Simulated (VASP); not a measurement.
Input of a VASP 6.6.1 run:

The input POSCAR:

```
BaCaTe2
1.0
    2.3498937408      1.3567117838      7.7004957072
   -2.3498937408      1.3567117838      7.7004957072
    0.0000000000     -2.7134235676      7.7004957072
Ca Ba Te
1 1 2
Direct
    1.0000000000      0.0000000000      0.0000000000
    0.5000000000      0.5000000000      0.5000000000
    0.2584844463      0.2584844463      0.2584844463
    0.7415155537      0.7415155537      0.7415155537
```

The input INCAR.step1:

```
ALGO = Normal ; EDIFF = 1E-4
ENCUT = 520 ; GGA = PE
ISMEAR = 0 ; LASPH = T
LCHARG = F ; LREAL = F
LWAVE = T ; NBANDS = 24
NELM = 80 ; PREC = Accurate
SIGMA = 0.01
```

File INCAR.step2:

```
ALGO = Normal ; EDIFF = 1E-6
ENCUT = 520 ; ISIF = 2
ISMEAR = 0 ; ISTART = 1
LASPH = T ; LCHARG = F
LMIXTAU = T ; LREAL = F
LWAVE = F ; METAGGA = R2SCAN
NBANDS = 24 ; NELM = 80
PREC = Accurate ; SIGMA = 0.01
```

Contents of KPOINTS:

```
k-points
0
Gamma
  6 6 6
```

Potentials or basis: VASP PAW PBE potentials, release 64 (Ca_sv, Ba_sv, Te).

Run with:

```sh
$ cat potpaw_PBE.64/Ca_sv/POTCAR potpaw_PBE.64/Ba_sv/POTCAR potpaw_PBE.64/Te/POTCAR > POTCAR
$ cp INCAR.step1 INCAR
$ mpirun -np 1 vasp_std > vasp.out
$ cp INCAR.step2 INCAR
$ mpirun -np 1 vasp_std > vasp.out
```

(1) Estimate the largest force.

(2) What does it give for the band gap on the k mesh?

(3) What does it give for the pressure?

Answers

(1) 0.058 eV/Å.

(2) 1.72 eV (least direct gap 2.47 eV).

(3) 1.5 GPa.

Caveat: the PAW data sets were made with another functional, which shifts forces and pressure a little; spin-orbit coupling is left out, which moves the levels of the heavy elements.
